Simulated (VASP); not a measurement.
**Ti: single point with PBE**

Crystal: Ti.

```
CELL_PARAMETERS angstrom
2.95000 0.00000 0.00000
-1.47500 2.55477 0.00000
0.00000 0.00000 4.68600
ATOMIC_POSITIONS crystal
Ti 0.33333 0.66667 0.25000
Ti 0.66667 0.33333 0.75000
```

- Program: VASP 6.6.1
- Task: single point
- Functional: PBE
- Potentials or basis: VASP PAW PBE potentials, release 64 (Ti_sv)
- Cutoff: 520 eV
- k mesh: 14 × 14 × 8
- Occupations: tetrahedron
- Spin: no spin polarisation
- Dipole correction: no
- Further INCAR settings: ALGO = Normal; EDIFF = 1e-07; NBANDS = 19

* Pressure: -1.9 GPa
* Band gap on the k mesh: zero (bands 12 and 13 overlap by 1.03 eV)

Stress tensor (GPa, compression positive):
```
-1.85  0.00  0.00
 0.00 -1.85  0.00
 0.00  0.00 -2.14
```

Levels at points of the mesh, in eV from the Fermi level:
```csv
k point,band 10,band 11,band 12,band 13,band 14,band 15
"(0.00, 0.00, 0.00)",-2.67,0.68,0.75,0.75,0.83,1.23
"(0.50, 0.00, 0.00)",-2.13,-1.83,-0.65,0.47,0.58,1.12
"(0.00, 0.00, 0.50)",-4.36,0.05,0.05,0.66,0.66,0.66
"(0.50, 0.00, 0.50)",-2.52,-0.82,-0.82,1.26,1.26,1.68
```

Run time: 85 s on 1 thread of Intel Xeon 8259CL (shared host), peak memory 0.21 GiB.

Caveat: tetrahedron occupations give inexact forces and stress in metals.
